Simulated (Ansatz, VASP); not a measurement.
NiSb: VASP beside Ansatz

File INCAR:

```
SYSTEM = NiSb
  PREC = Accurate
  ENCUT = 600
  EDIFF = 1E-6
  ISMEAR = 0
  SIGMA = 0.1
  LREAL = .FALSE.
  LASPH = .TRUE.
  NELM = 60
  ALGO = Normal
  ISIF = 3
  LWAVE = .FALSE.
  LCHARG = .FALSE.
  GGA = PE
  IBRION = 2
  NSW = 100
  EDIFFG = -0.01
```

KPOINTS

```
Automatic mesh
0
G
  16 16 16
  0 0 0
```

Contents of POSCAR:

```
NiSb
1.0
    0.0000000000      2.8533720845      2.8533720845
    2.8533720845      0.0000000000      2.8533720845
    2.8533720845      2.8533720845      0.0000000000
Ni Sb
1 1
Direct
    0.0000000000      0.0000000000      0.0000000000
    0.2500000000      0.2500000000      0.2500000000
```

Input for Ansatz:

```yaml
crystal:
  lattice:
    - [0.0, 2.8533720845, 2.8533720845]
    - [2.8533720845, 0.0, 2.8533720845]
    - [2.8533720845, 2.8533720845, 0.0]
  atoms:
    - { symbol: Ni, position: [0.0, 0.0, 0.0] }
    - { symbol: Sb, position: [0.25, 0.25, 0.25] }
basis:
  ecutwfc: 420
kpoints:
  mp_grid: { grid: [16, 16, 16] }
hamiltonian:
  xc: pbe
scf:
  occupations: { method: gaussian, width: 0.1 }
output:
  forces: true
  stress: true
  eigenvalues: true
relax:
  adjacent_minimum: "off"
  f_tol: 0.01
  max_steps: 80
  cell: { stress_tol: 0.05 }
```

Alike in both runs: task relaxation of cell and atoms; functional PBE; k mesh 16 × 16 × 16; occupations gaussian, width 0.1 eV; no spin polarisation.

|  | VASP | Ansatz |
| --- | --- | --- |
| version | VASP 6.6.1 | Ansatz 0.2.0 |
| potentials or method | VASP PAW PBE potentials, release 64 (Ni, Sb), cutoff 600 eV | scalar-relativistic, plane waves, PAW |
| valence electrons in the cell | 15 | 33 |

|  | VASP | Ansatz | Ansatz less VASP |
| --- | --- | --- | --- |
| gap on the k mesh at the Fermi level, each at its own relaxed structure (eV) | none | none | - |
| relaxed volume (Å³/atom) | 23.23 | 23.29 | +0.060 |
| relaxed length of the cell vector where the two differ most in proportion (Å) | 4.035 | 4.039 | +0.0035 |

A gap of «none» marks a metal or a gap that the smearing closes. VASP's potentials hold 15 valence electrons a cell and Ansatz's 33, so a difference there can come from the potentials and not from the codes.

Spin-orbit coupling is off throughout. Noted on VASP's run: the relaxation stopped at its first step, so nothing moved.
